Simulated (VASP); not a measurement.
# LiNbO3 (Pm-3m) in VASP: relaxation of cell and atoms with r2SCAN

Aim: the relaxation of cell and atoms of LiNbO3 with r2SCAN.

Everything below comes from runs of VASP 6.6.1. Logs are shortened: lines on timing, memory, paths and dates and some standing lists are left out, and cuts for length are marked.

## (1) The cell of the first run

The structure is cubic, space group Pm-3m (No. 221). The conventional cell has a = 3.956 Å, b = 3.956 Å, c = 3.956 Å, α = 90.00°, β = 90.00°, γ = 90.00°. Within 3.7 Å of Li (site symmetry m-3m) lie 12 O at 2.80 Å and 8 Nb at 3.43 Å. Within 2.6 Å of Nb (site symmetry m-3m) lie 6 O at 1.98 Å. O (site symmetry 4/mmm) has 2 Nb at 1.98 Å within 2.6 Å.

## (2) Relaxation of cell and atoms, r2SCAN

POSCAR reads:

```
LiNbO3
1.0
    3.9560242286      0.0000000000      0.0000000000
    0.0000000000      3.9560242286      0.0000000000
    0.0000000000      0.0000000000      3.9560242286
Li Nb O
1 1 3
Direct
    0.0000000000      0.0000000000      0.0000000000
    0.5000000000      0.5000000000      0.5000000000
    0.5000000000      0.5000000000      0.0000000000
    0.5000000000      0.0000000000      0.5000000000
    0.0000000000      0.5000000000      0.5000000000
```

INCAR.step1 reads:

```
SYSTEM = LiNbO3
PREC = Accurate ; ENCUT = 600
ISMEAR = -1 ; SIGMA = 0.02
LREAL = .False. ; LASPH = .True.
NELM = 80 ; GGA = PE
ALGO = Normal ; EDIFF = 1E-4
LWAVE = .True. ; LCHARG = .False.
```

INCAR.step2 reads:

```
SYSTEM = LiNbO3
PREC = Accurate ; ENCUT = 600
EDIFF = 1E-6 ; ISMEAR = -1
SIGMA = 0.02 ; LREAL = .False.
LASPH = .True. ; NELM = 80
ALGO = Normal ; ISIF = 3
LWAVE = .False. ; LCHARG = .False.
METAGGA = R2SCAN ; LMIXTAU = .True.
IBRION = 2 ; NSW = 80
EDIFFG = -0.005 ; ISTART = 1
```

KPOINTS reads:

```
regular mesh
0
Gamma
  6 6 6
  0 0 0
```

Potentials or basis: VASP PAW PBE potentials, release 64 (Li_sv, Nb_sv, O).

Command:

```console
cat potpaw_PBE.64/Li_sv/POTCAR potpaw_PBE.64/Nb_sv/POTCAR potpaw_PBE.64/O/POTCAR > POTCAR
cp INCAR.step1 INCAR
mpirun -np 1 vasp_std > vasp.out
cp INCAR.step2 INCAR
mpirun -np 1 vasp_std > vasp.out
```

OUTCAR:

```text
SYSTEM = LiNbO3
   PREC = Accurate
   ENCUT = 600
   EDIFF = 1E-6
   ISMEAR = -1
   LREAL = .False.
   LASPH = .True.
   NELM = 80
   ISIF = 3
   METAGGA = R2SCAN
   IBRION = 2
   NSW = 80
   EDIFFG = -0.005
   ISTART = 1

 ion  position               nearest neighbor table
   1  0.000  0.000  0.000-
   2  0.500  0.500  0.500-   3 1.98   4 1.98   5 1.98   3 1.98   4 1.98   5 1.98
   3  0.500  0.500  0.000-   2 1.98   2 1.98
   4  0.500  0.000  0.500-   2 1.98   2 1.98
   5  0.000  0.500  0.500-   2 1.98   2 1.98

  LATTYP: Found a simple cubic cell.
 ALAT       =     3.9560242286

  Lattice vectors:

 A1 = (   3.9560242286,   0.0000000000,   0.0000000000)
 A2 = (   0.0000000000,   3.9560242286,   0.0000000000)
 A3 = (   0.0000000000,   0.0000000000,   3.9560242286)

Analysis of symmetry for initial positions (statically):
=====================================================================
 Subroutine PRICEL returns:
 Original cell was already a primitive cell.

 Routine SETGRP: Setting up the symmetry group for a
 simple cubic supercell.

 Subroutine GETGRP returns: Found 48 space group operations
 (whereof 48 operations were pure point group operations)
 out of a pool of 48 trial point group operations.

The static configuration has the point symmetry O_h .

Analysis of symmetry for dynamics (positions and initial velocities):
=====================================================================
 Subroutine PRICEL returns:
 Original cell was already a primitive cell.

 Routine SETGRP: Setting up the symmetry group for a
 simple cubic supercell.

 Subroutine GETGRP returns: Found 48 space group operations
 (whereof 48 operations were pure point group operations)
 out of a pool of 48 trial point group operations.

The dynamic configuration has the point symmetry O_h .

 Subroutine INISYM returns: Found 48 space group operations
 (whereof 48 operations are pure point group operations),
 and found     1 'primitive' translations

----------------------------------------------------------------------------------------

                                     Primitive cell

  volume of cell :      61.9123

  direct lattice vectors                    reciprocal lattice vectors
     3.956024229  0.000000000  0.000000000     0.252779038  0.000000000  0.000000000
     0.000000000  3.956024229  0.000000000     0.000000000  0.252779038  0.000000000
     0.000000000  0.000000000  3.956024229     0.000000000  0.000000000  0.252779038

  length of vectors
     3.956024229  3.956024229  3.956024229     0.252779038  0.252779038  0.252779038

  position of ions in fractional coordinates (direct lattice)
     0.000000000  0.000000000  0.000000000
     0.500000000  0.500000000  0.500000000
     0.500000000  0.500000000  0.000000000
     0.500000000  0.000000000  0.500000000
     0.000000000  0.500000000  0.500000000

  ion indices of the primitive-cell ions
   primitive index   ion index
                 1           1
                 2           2
                 3           3
                 4           4
                 5           5

----------------------------------------------------------------------------------------

 KPOINTS: regular mesh

Automatic generation of k-mesh.
 Grid dimensions read from file:
 generate k-points for:    6    6    6

 Generating k-lattice:

  Cartesian coordinates                     Fractional coordinates (reciprocal lattice)
     0.042129840  0.000000000  0.000000000     0.166666667  0.000000000  0.000000000
     0.000000000  0.042129840  0.000000000     0.000000000  0.166666667  0.000000000
     0.000000000  0.000000000  0.042129840     0.000000000  0.000000000  0.166666667

  Length of vectors
     0.042129840  0.042129840  0.042129840

  Shift w.r.t. Gamma in fractional coordinates (k-lattice)
     0.000000000  0.000000000  0.000000000

 Subroutine IBZKPT returns following result:
 ===========================================

 Found     20 irreducible k-points:

 Following reciprocal coordinates:
            Coordinates               Weight
  0.000000  0.000000  0.000000      1.000000
  0.166667  0.000000  0.000000      6.000000
  0.333333  0.000000  0.000000      6.000000
  0.500000  0.000000  0.000000      3.000000
  0.166667  0.166667  0.000000     12.000000
  0.333333  0.166667  0.000000     24.000000
[... 12 lines left out ...]
  0.500000  0.500000  0.333333      6.000000
  0.500000  0.500000  0.500000      1.000000
   k-points           NKPTS =     20   k-points in BZ     NKDIM =     20   number of bands    NBANDS=     21
   number of dos      NEDOS =    301   number of ions     NIONS =      5
   total plane-waves  NPLWV =  32768
   dimension x,y,z NGX =    32 NGY =   32 NGZ =   32
   dimension x,y,z NGXF=    64 NGYF=   64 NGZF=   64
   ions per type =               1   1   3
   NGX,Y,Z   is equivalent  to a cutoff of  13.45, 13.45, 13.45 a.u.
   NGXF,Y,Z  is equivalent  to a cutoff of  26.90, 26.90, 26.90 a.u.
 SYSTEM =  LiNbO3
   PREC   = accura    normal or accurate (medium, high low for compatibility)
   ISTART =      1    job   : 0-new  1-cont  2-samecut
   ICHARG =      0    charge: 1-file 2-atom 10-const
   ISPIN  =      1    spin polarized calculation?
   LNONCOLLINEAR =      F non collinear calculations
   LSORBIT =      F    spin-orbit coupling
   LASPH  =      T    aspherical Exc in radial PAW
   ENCUT  =  600.0 eV  44.10 Ry    6.64 a.u.   7.90  7.90  7.90*2*pi/ulx,y,z
   NELM   =     80;   NELMIN=  2; NELMDL=  0     # of ELM steps
   EDIFF  = 0.1E-05   stopping-criterion for ELM
   LREAL  =      F    real-space projection
   EDIFFG = -.5E-02   stopping-criterion for IOM
   NSW    =     80    number of steps for IOM
   IBRION =      2    ionic relax: 0-MD 1-quasi-New 2-CG
   NFREE  =      1    steps in history (QN), initial steepest desc. (CG)
   ISIF   =      3    stress and relaxation
   ISYM   =      2    0-nonsym 1-usesym 2-fastsym
   POTIM  = 0.5000    time-step for ionic-motion
   TEBEG  =    0.0;   TEEND  =   0.0 temperature during run
   PSTRESS=    0.0 pullay stress
   NELECT =      34.0000    total number of electrons
   NUPDOWN=      -1.0000    fix difference up-down
   EMIN   =  10.00;   EMAX   =-10.00  energy-range for DOS
   EFERMI =   0.00;   METHOD = LEGACY
   ISMEAR =    -1;   SIGMA  =   0.02  broadening in eV -4-tet -1-fermi 0-gaus
   EFERMI_NEDOS =   21; number of points for ismear=-14 and -15
   IALGO  =     38    algorithm
   IMIX   =      4    mixing-type and parameters
     AMIX     =   0.40;   BMIX     =  1.00
     AMIX_MAG =   1.60;   BMIX_MAG =  1.00
  volume/ion in A,a.u.               =      12.38        83.56
  Fermi-wavevector in a.u.,A,eV,Ry     =   1.340630  2.533423 24.453590  1.797288
  Thomas-Fermi vector in A             =   2.468927
   LORBIT       =      0    0 simple, 1 ext, 2 COOP (PROOUT), +10 PAW based schemes
   METAGGA = R2SCAN    functional components
   LHFCALC =     F    Hartree Fock is set to
   AEXX    =    0.0000 exact exchange contribution
   IVDW    =     0    specifies the selected vdW correction
   LEPSILON=     F    determine dielectric tensor
   LRPA    =     F    only Hartree local field effects (RPA)
 conjugate gradient relaxation of ions
 non-spin polarized calculation
  energy-cutoff  :      600.00
  volume of cell :       61.91
 maximum number of plane-waves:      2103
 NGX is ok and might be reduce to    32
   NGX = 15   NGY = 15   NGZ = 15

--------------------------------------- Ionic step        1  -------------------------------------------

 number of electron      33.9999992 magnetization

 Free energy of the ion-electron system (eV)
  ---------------------------------------------------
  ext. energy  EPLUGINS =         0.00000000
  ---------------------------------------------------
  free energy    TOTEN  =       -58.35601068 eV

  energy without entropy =      -58.35601068  energy(sigma->0) =      -58.35601068

------------------------ aborting loop because EDIFF is reached ----------------------------------------

  FORCE on cell =-STRESS in cart. coord.  units (eV):
  Direction    XX          YY          ZZ          XY          YZ          ZX
  --------------------------------------------------------------------------------------
  -------------------------------------------------------------------------------------
  Total       -1.4984039     -1.4984039     -1.4984039     -0.0000000     -0.0000000     -0.0000000
  in kB      -38.7759692    -38.7759692    -38.7759692     -0.0000000     -0.0000000     -0.0000000
  external PRESSURE =     -38.7759692 kB  Pullay stress =       0.0000000 kB

 VOLUME and BASIS-vectors are now :
 -----------------------------------------------------------------------------
  energy-cutoff  :      600.00
  volume of cell :       61.91
      direct lattice vectors                 reciprocal lattice vectors
     3.956024229  0.000000000  0.000000000     0.252779038  0.000000000  0.000000000
     0.000000000  3.956024229  0.000000000     0.000000000  0.252779038  0.000000000
     0.000000000  0.000000000  3.956024229     0.000000000  0.000000000  0.252779038
[... 40 lines left out ...]
 POSITION                                       TOTAL-FORCE (eV/Angst)
 -----------------------------------------------------------------------------------
      0.00000      0.00000      0.00000        -0.000000      0.000000      0.000000
      1.94942      1.94942      1.94942         0.000000     -0.000000      0.000000
      1.94942      1.94942     -0.00000        -0.000000      0.000000      0.000000
      1.94942     -0.00000      1.94942        -0.000000     -0.000000      0.000000
     -0.00000      1.94942      1.94942         0.000000     -0.000000      0.000000
 -----------------------------------------------------------------------------------
    total drift:                                0.000000     -0.000000     -0.000000

  FREE ENERGIE OF THE ION-ELECTRON SYSTEM (eV)
  ---------------------------------------------------
  free  energy   TOTEN  =       -58.3498009191 eV

  energy  without entropy=      -58.3498009191  energy(sigma->0) =      -58.34980092

--------------------------------------- Ionic step        3  -------------------------------------------

 number of electron      33.9999979 magnetization

 Free energy of the ion-electron system (eV)
  ---------------------------------------------------
  ext. energy  EPLUGINS =         0.00000000
  ---------------------------------------------------
  free energy    TOTEN  =       -58.37100330 eV

  energy without entropy =      -58.37100330  energy(sigma->0) =      -58.37100330

 E-fermi :   3.6300     XC(G=0): -10.6087

 val. band max:        3.0362796447   @ k =   0.5000   0.5000   0.5000
 cond. band min:       5.1506489499   @ k =   0.0000   0.0000   0.0000
 fundamental gap:      2.1143693052
 Fermi energy:         3.6300264350

 k-point     1 :       0.0000    0.0000    0.0000
  band No.  band energies     occupation
      1     -53.5147      2.00000
      2     -43.7660      2.00000
      3     -28.8728      2.00000
      4     -28.8728      2.00000
      5     -28.8728      2.00000
      6     -15.4399      2.00000
[... 13 lines left out ...]
     20       5.1506      0.00000
     21       8.3746      0.00000
[... 476 lines left out ...]
 POSITION                                       TOTAL-FORCE (eV/Angst)
 -----------------------------------------------------------------------------------
      0.00000      0.00000      0.00000        -0.000000      0.000000      0.000000
      1.96488      1.96488      1.96488         0.000000     -0.000000      0.000000
      1.96488      1.96488     -0.00000        -0.000000      0.000000      0.000000
      1.96488     -0.00000      1.96488        -0.000000     -0.000000      0.000000
     -0.00000      1.96488      1.96488         0.000000     -0.000000      0.000000
 -----------------------------------------------------------------------------------
    total drift:                                0.000000     -0.000000     -0.000000

  FREE ENERGIE OF THE ION-ELECTRON SYSTEM (eV)
  ---------------------------------------------------
  free  energy   TOTEN  =       -58.3710033035 eV

  energy  without entropy=      -58.3710033035  energy(sigma->0) =      -58.37100330

 reached required accuracy - stopping structural energy minimisation
```

It took 4.4 min on 1 thread of AMD EPYC 9R45 (Zen 5), shared host; peak memory 0.17 GiB.

What came out:

```
Free energy                            : -58.3710 eV
Relaxed volume                         : 12.14 Å³/atom
Relaxed cell                           : a = 3.930 Å, b = 3.930 Å, c = 3.930 Å, α = 90.00°, β = 90.00°, γ = 90.00°
Space group after relaxing (to 0.05 Å) : Pm-3m (No. 221)
Energy gained by relaxing              : 3.0 meV/atom
Ionic steps                            : 3
Pressure after relaxing                : 0.0 GPa
Band gap on the k mesh                 : 2.11 eV, indirect (least direct gap 2.96 eV)
```

The path:
| step | energy change (eV) | largest force (eV/Å) | pressure (GPa) | volume (Å³) |
| --- | --- | --- | --- | --- |
| 1 | 0.0000 | 0.0000 | -3.88 | 61.91 |
| 2 | 0.0062 | 0.0000 | 4.91 | 59.27 |
| 3 | -0.0150 | 0.0000 | -0.02 | 60.69 |

Final structure:
```cif
data_structure
_symmetry_space_group_name_H-M 'P 1'
_symmetry_Int_Tables_number 1
_cell_length_a 3.9298
_cell_length_b 3.9298
_cell_length_c 3.9298
_cell_angle_alpha 90.000
_cell_angle_beta 90.000
_cell_angle_gamma 90.000
_cell_volume 60.69
loop_
_atom_site_label
_atom_site_type_symbol
_atom_site_fract_x
_atom_site_fract_y
_atom_site_fract_z
_atom_site_occupancy
Li1 Li 0.00000 0.00000 0.00000 1
Nb1 Nb 0.50000 0.50000 0.50000 1
O1 O 0.50000 0.50000 0.00000 1
O2 O 0.50000 0.00000 0.50000 1
O3 O 0.00000 0.50000 0.50000 1
```

Caveat: the cutoff is under 1.25 times the usual one of these potentials, so pressure, stress and relaxed cells hold a basis-set (Pulay) error; the PAW data sets were made with another functional, which shifts forces and pressure a little. r2SCAN opens gaps a little over a GGA but as a rule still falls short of measured ones.
